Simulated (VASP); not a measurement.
HfC, 2 atoms in the cell. The structure is tetragonal, space group I4mm (No. 107). Conventional cell: a = 3.288 Å, b = 3.288 Å, c = 4.650 Å, α = 90.00°, β = 90.00°, γ = 90.00°. Within 3.0 Å of Hf (site symmetry 4mm) lie 6 C at 2.25 to 2.40 Å. C (site symmetry 4mm) has 6 Hf at 2.25 to 2.40 Å within 3.0 Å.  This cell differs from its parent crystal: all C atoms moved +0.075 Å, as atom 2 along Cartesian [0 1 0].

| Property | Result |
| --- | --- |
| Program | VASP 6.6.1 |
| Task | single point |
| Functional | PBEsol |
| Potentials or basis | VASP PAW PBE potentials, release 64 (Hf_pv, C) |
| Cutoff | 520 eV |
| k mesh | 18 × 18 × 18 |
| Occupations | gaussian, width 0.15 eV |
| Spin | no spin polarisation |
| Dipole correction | no |
| Further INCAR settings | ALGO = Normal; EDIFF = 1e-06; NBANDS = 14 |

Potentials or basis: VASP PAW PBE potentials, release 64 (Hf_pv, C).

Command:

```bash
$ cat potpaw_PBE.64/Hf_pv/POTCAR potpaw_PBE.64/C/POTCAR > POTCAR
$ mpirun -np 1 vasp_std > vasp.out
```

Hardware: 1 thread of Intel(R) Xeon(R) 6975P-C (Granite Rapids) (shared host).

**Question.** Estimate the wall time of this run.

**Answer.** Run time: 39 s on 1 thread of Intel(R) Xeon(R) 6975P-C (Granite Rapids), with other jobs on the host, peak memory 0.28 GiB. Counts: scf iterations 12, k points 480.
